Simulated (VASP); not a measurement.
Input of a VASP 6.6.1 run:

The input INCAR:

```
SYSTEM = Zn
PREC = Accurate ; ENCUT = 520
EDIFF = 1E-7 ; ISMEAR = 0
SIGMA = 0.1 ; LREAL = .False.
LASPH = .True. ; NELM = 80
ALGO = Normal ; ISIF = 2
LWAVE = .False. ; LCHARG = .False.
GGA = PE ; NBANDS = 19
```

Contents of KPOINTS:

```
regular mesh
0
Gamma
  18 18 10
  0 0 0
```

The input POSCAR:

```
Zn
1.0
    2.6354132499      0.0000000000      0.0000000000
   -1.3177066249      2.2823348239      0.0000000000
    0.0000000000      0.0000000000      5.0918472985
Zn
2
Direct
    0.3333333333      0.6666666667      0.2500000000
    0.6666666667      0.3333333333      0.7500000000
```

Potentials or basis: VASP PAW PBE potentials, release 64 (Zn).

Command:

```sh
$ cat potpaw_PBE.64/Zn/POTCAR > POTCAR
$ mpirun -np 1 vasp_std > vasp.out
```

Question: Predict the band gap on the k mesh.

Answer: Zero (bands 12 and 13 overlap by 5.25 eV).

Question: What does it give for the pressure?

Answer: 0.3 GPa.

Stress tensor (GPa, compression positive):
```
0.42 0.00 0.00
0.00 0.42 0.00
0.00 0.00 0.17
```
